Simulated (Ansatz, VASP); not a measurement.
# One calculation of HfB2, two programs

```xyz
3
Lattice="3.1400 0.0000 0.0000 -1.5700 2.7193 0.0000 0.0000 0.0000 3.4800" Properties=species:S:1:pos:R:3 pbc="T T T"
Hf    0.0000    0.0000    0.0000
B     0.0000    1.8129    1.7400
B     1.5700    0.9064    1.7400
```

Alike in both runs: task relaxation of cell and atoms; functional r2SCAN; k mesh 12 × 12 × 10; no spin polarisation.

```csv
,VASP,Ansatz
version,VASP 6.6.1,Ansatz 0.2.0
potentials or method,"VASP PAW PBE potentials, release 64 (Hf_pv, B)","plane waves, PAW"
plane-wave cutoff (eV),600,500
occupations,"fermi-dirac, width 0.1 eV",fermi-dirac
valence electrons in the cell,16,32
```

```csv
,VASP,Ansatz,Ansatz less VASP
relaxed volume (Å³/atom),9.86,9.88,+0.024
relaxed cell length with the largest relative difference (Å),3.478,3.481,+0.0028
```

VASP's potentials were made for PBE, not for r2SCAN. VASP's potentials hold 16 valence electrons a cell and Ansatz's 32, so a difference there can come from the potentials and not from the codes.

Neither program's run includes spin-orbit coupling.
